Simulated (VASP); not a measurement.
# C (R-3m) in VASP: notebook, part 2 of 2

VASP 6.6.1. The steps go on from the part before.

## Step 6: Single point, PBEsol

This run uses another cell than the first one, of 8.74 Å³/atom, 1.111 times its volume.

Contents of INCAR:

```
SYSTEM = C
PREC = Accurate
ENCUT = 600
EDIFF = 1E-6
ISMEAR = -1
SIGMA = 0.15
LREAL = .False.
LASPH = .True.
NELM = 120
ALGO = Normal
ISIF = 2
LWAVE = .False.
LCHARG = .False.
GGA = PS
NBANDS = 11
GGA_COMPAT = .False.
```

Contents of KPOINTS:

```
regular mesh
0
Gamma
  14 14 14
  0 0 0
```

Contents of POSCAR:

```
C
1.0
    1.2280287100      0.7090027100      3.3470114500
   -1.2280287100      0.7090027100      3.3470114500
    0.0000000000     -1.4180054100      3.3470114500
C
2
Direct
    0.8360000000      0.8360000000      0.8360000000
    0.1640000000      0.1640000000      0.1640000000
```

Potentials or basis: VASP PAW PBE potentials, release 64 (C).

Launch:

```bash
$ cat potpaw_PBE.64/C/POTCAR > POTCAR
$ mpirun -np 1 vasp_std > vasp.out
```

OUTCAR:

```text
SYSTEM = C
   PREC = Accurate
   ENCUT = 600
   EDIFF = 1E-6
   ISMEAR = -1
   LREAL = .False.
   LASPH = .True.
   NELM = 120
   ISIF = 2
   GGA = PS

 ion  position               nearest neighbor table
   1  0.836  0.836  0.836-   2 1.42   2 1.42   2 1.42
   2  0.164  0.164  0.164-   1 1.42   1 1.42   1 1.42

  LATTYP: Found a trigonal (rhomboedric) cell.
 ALAT       =     3.6350000002
 COS(alpha) =     0.7717355885

  Lattice vectors:

 A1 = (   1.2280287100,   0.7090027100,   3.3470114500)
 A2 = (  -1.2280287100,   0.7090027100,   3.3470114500)
 A3 = (   0.0000000000,  -1.4180054100,   3.3470114500)

Analysis of symmetry for initial positions (statically):
=====================================================================
 Subroutine PRICEL returns:
 Original cell was already a primitive cell.

 Routine SETGRP: Setting up the symmetry group for a
 trigonal (rhombohedral) supercell.

 Subroutine GETGRP returns: Found 12 space group operations
 (whereof 12 operations were pure point group operations)
 out of a pool of 12 trial point group operations.

The static configuration has the point symmetry D_3d.

Analysis of symmetry for dynamics (positions and initial velocities):
=====================================================================
 Subroutine PRICEL returns:
 Original cell was already a primitive cell.

 Routine SETGRP: Setting up the symmetry group for a
 trigonal (rhombohedral) supercell.

 Subroutine GETGRP returns: Found 12 space group operations
 (whereof 12 operations were pure point group operations)
 out of a pool of 12 trial point group operations.

The dynamic configuration has the point symmetry D_3d.

 Subroutine INISYM returns: Found 12 space group operations
 (whereof 12 operations are pure point group operations),
 and found     1 'primitive' translations

----------------------------------------------------------------------------------------

[... 118 lines left out ...]
   LHFCALC =     F    Hartree Fock is set to
   AEXX    =    0.0000 exact exchange contribution
   IVDW    =     0    specifies the selected vdW correction
   LEPSILON=     F    determine dielectric tensor
   LRPA    =     F    only Hartree local field effects (RPA)
 non-spin polarized calculation
  energy-cutoff  :      600.00
  volume of cell :       17.48
 maximum number of plane-waves:       596
 NGX is ok and might be reduce to    30
   NGX = 15   NGY = 15   NGZ = 15

 number of electron       8.0000000 magnetization

 Free energy of the ion-electron system (eV)
  ---------------------------------------------------
  ext. energy  EPLUGINS =         0.00000000
  ---------------------------------------------------
  free energy    TOTEN  =       -19.26678906 eV

  energy without entropy =      -19.26478094  energy(sigma->0) =      -19.26578500

 E-fermi :   4.7293     XC(G=0): -10.5900

 val. band max:        4.4687809319   @ k =  -0.1429   0.5000   0.1429
 cond. band min:       5.0202289051   @ k =  -0.1429   0.5000   0.1429
 fundamental gap:      0.5514479732
 Fermi energy:         4.7292903761

 k-point     1 :       0.0000    0.0000    0.0000
  band No.  band energies     occupation
      1     -15.0160      2.00000
      2      -1.9264      2.00000
      3       1.7532      2.00000
      4       1.7532      2.00000
      5       8.6412      0.00000
      6      13.0992      0.00000
      7      13.0992      0.00000
      8      16.2319      0.00000
      9      17.6889      0.00000
     10      27.2528      0.00000
     11      30.3797      0.00000
[... 309 lines left out ...]
 k-point    24 :       0.2857    0.1429    0.0000
  band No.  band energies     occupation
      1     -13.5031      2.00000
      2      -2.1155      2.00000
      3      -0.9401      2.00000
      4      -0.7067      2.00000
      5      11.0876      0.00000
      6      12.3386      0.00000
      7      14.3767      0.00000
      8      16.1030      0.00000
      9      20.8653      0.00000
     10      23.1163      0.00000
     11      28.8869      0.00000

 [... further k-points ...]

------------------------ aborting loop because EDIFF is reached ----------------------------------------

  FORCE on cell =-STRESS in cart. coord.  units (eV):
  Direction    XX          YY          ZZ          XY          YZ          ZX
  --------------------------------------------------------------------------------------
  -------------------------------------------------------------------------------------
  Total        0.2022030      0.2022030      0.0629331      0.0000000      0.0000000      0.0000000
  in kB       18.5282014     18.5282014      5.7666667      0.0000000      0.0000000      0.0000000
  external PRESSURE =      14.2743565 kB  Pullay stress =       0.0000000 kB

 VOLUME and BASIS-vectors are now :
 -----------------------------------------------------------------------------
  energy-cutoff  :      600.00
  volume of cell :       17.48
      direct lattice vectors                 reciprocal lattice vectors
     1.228028710  0.709002710  3.347011450     0.407156605  0.235071975  0.099591333
    -1.228028710  0.709002710  3.347011450    -0.407156605  0.235071975  0.099591333
     0.000000000 -1.418005410  3.347011450     0.000000000 -0.470143950  0.099591334

 POSITION                                       TOTAL-FORCE (eV/Angst)
 -----------------------------------------------------------------------------------
      0.00000      0.00000      8.39430         0.000000     -0.000000     -0.868700
      0.00000      0.00000      1.64673         0.000000      0.000000      0.868700
 -----------------------------------------------------------------------------------
    total drift:                                0.000000     -0.000000      0.000000

  FREE ENERGIE OF THE ION-ELECTRON SYSTEM (eV)
  ---------------------------------------------------
  free  energy   TOTEN  =       -19.2667890569 eV

  energy  without entropy=      -19.2647809438  energy(sigma->0) =      -19.26578500
```

OSZICAR:

```text
N       E                     dE             d eps       ncg     rms          rms(c)
DAV:   1     0.785489420994E+01    0.78549E+01   -0.49103E+03  6451   0.744E+02
DAV:   2    -0.197731560591E+02   -0.27628E+02   -0.26225E+02  8430   0.140E+02
DAV:   3    -0.204591450496E+02   -0.68599E+00   -0.68456E+00  8013   0.184E+01
DAV:   4    -0.204616242338E+02   -0.24792E-02   -0.24790E-02  7294   0.135E+00
DAV:   5    -0.204616341011E+02   -0.98673E-05   -0.98669E-05  8080   0.792E-02    0.641E+00
DAV:   6    -0.195525067717E+02    0.90913E+00   -0.77639E-01  7359   0.508E+00    0.369E+00
DAV:   7    -0.192650209594E+02    0.28749E+00   -0.85170E-01  7619   0.538E+00    0.969E-01
DAV:   8    -0.192669977463E+02   -0.19768E-02   -0.19906E-02  7050   0.905E-01    0.126E-01
DAV:   9    -0.192667434058E+02    0.25434E-03   -0.59857E-04  7652   0.151E-01    0.563E-02
DAV:  10    -0.192667894680E+02   -0.46062E-04   -0.10462E-04  7292   0.696E-02    0.263E-02
DAV:  11    -0.192667890569E+02    0.41107E-06   -0.48898E-06  7729   0.127E-02
   1 F= -.19266789E+02 E0= -.19265785E+02  d E =-.200811E-02
```

stdout:

```text
POSCAR found type information on POSCAR C
 POSCAR found :  1 types and       2 ions
 scaLAPACK will be used
 -----------------------------------------------------------------------------
|                                                                             |
|                                                                             |
|     You enforced a specific xc type in the INCAR file but a different       |
|     I HOPE YOU KNOW WHAT YOU ARE DOING!                                     |
|                                                                             |
 -----------------------------------------------------------------------------

 LDA part: xc-table for (Slater+PW92), standard interpolation
 POSCAR, INCAR and KPOINTS ok, starting setup
 FFT: planning ... GRIDC
 FFT: planning ... GRID_SOFT
 FFT: planning ... GRID
 WAVECAR not read
 entering main loop
```

It took 88 s on 1 thread of Intel Xeon 6975P-C, shared host; peak memory 0.2 GiB.

Results:

- Free energy: -19.2668 eV
- Pressure: 1.4 GPa
- Largest force: 0.869 eV/Å
- Band gap on the k mesh: 0.55 eV, direct

Forces on the atoms (eV/Å):
```
C    0.000  0.000 -0.869
C    0.000  0.000  0.869
```

Stress tensor (GPa, compression positive):
```
1.85 0.00 0.00
0.00 1.85 0.00
0.00 0.00 0.58
```

Levels at points of the mesh, in eV from the valence-band top:
| k point | band 1 | band 2 | band 3 | band 4 | band 5 | band 6 | band 7 | band 8 |
| --- | --- | --- | --- | --- | --- | --- | --- | --- |
| (0.00, 0.00, 0.00) | -19.48 | -6.40 | -2.72 | -2.72 | 4.17 | 8.63 | 8.63 | 11.76 |
| (0.50, 0.00, 0.00) | -14.05 | -13.10 | -6.13 | -1.73 | 2.07 | 7.91 | 12.33 | 12.39 |
| (0.50, 0.50, 0.00) | -13.94 | -13.01 | -6.19 | -2.57 | 1.56 | 7.50 | 13.00 | 15.43 |
| (0.50, 0.50, 0.50) | -19.17 | -8.45 | -2.74 | -2.74 | 8.59 | 8.59 | 10.59 | 11.82 |

Caveat: the PAW data sets were made with another functional, which shifts forces and pressure a little.

## Step 7: Summary

```tsv
cell	gap on the mesh (eV)	pressure (GPa)	largest force (eV/Å)
a = 3.510 Å, angles 39.5°, 2 atoms	0.55	37.7	0.79
a = 3.542 Å, angles 39.5°, 2 atoms	0.55	27.0	0.82
a = 3.573 Å, angles 39.5°, 2 atoms	0.55	17.5	0.84
a = 3.604 Å, angles 39.5°, 2 atoms	0.55	9.0	0.85
a = 3.635 Å, angles 39.5°, 2 atoms	0.55	1.4	0.87
```

Alike in all rows: task single point; level PBEsol; potentials or basis VASP PAW PBE potentials, release 64 (C); no spin polarisation; k mesh 14 × 14 × 14; cutoff (eV) 600; smearing fermi-dirac 0.15 eV.

Caveats: the PAW data sets were made with another functional, which shifts forces and pressure a little.

Absolute energies hang on the potentials; compare differences alone.
